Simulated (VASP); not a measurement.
Zr2Si5, 14 atoms in the cell. The cell holds a slab with vacuum, 14 atoms: a = 3.679 Å, b = 3.705 Å, c = 21.797 Å, α = 90.00°, β = 90.00°, γ = 90.00°. 

* Program: VASP 6.6.1
* Task: single point
* Functional: PBE
* Potentials or basis: VASP PAW PBE potentials, release 64 (Si, Zr_sv)
* Cutoff: 520 eV
* k mesh: 9 × 9 × 1
* Occupations: gaussian, width 0.1 eV
* Spin: no spin polarisation
* Dipole correction: yes
* Further INCAR settings: ALGO = Normal; EDIFF = 1e-07; NBANDS = 57

Potentials or basis: VASP PAW PBE potentials, release 64 (Si, Zr_sv).

Run with:

```bash
$ cat potpaw_PBE.64/Si/POTCAR potpaw_PBE.64/Zr_sv/POTCAR > POTCAR
$ mpirun -np 1 vasp_std > vasp.out
```

Hardware: 1 thread of Intel Xeon 8259CL, with other jobs on the host.

Q: Estimate the wall time of this run.

A: It took 21 min on 1 thread of Intel Xeon 8259CL, on a shared host, peak memory 0.52 GiB. Counts: scf iterations 20, k points 25.
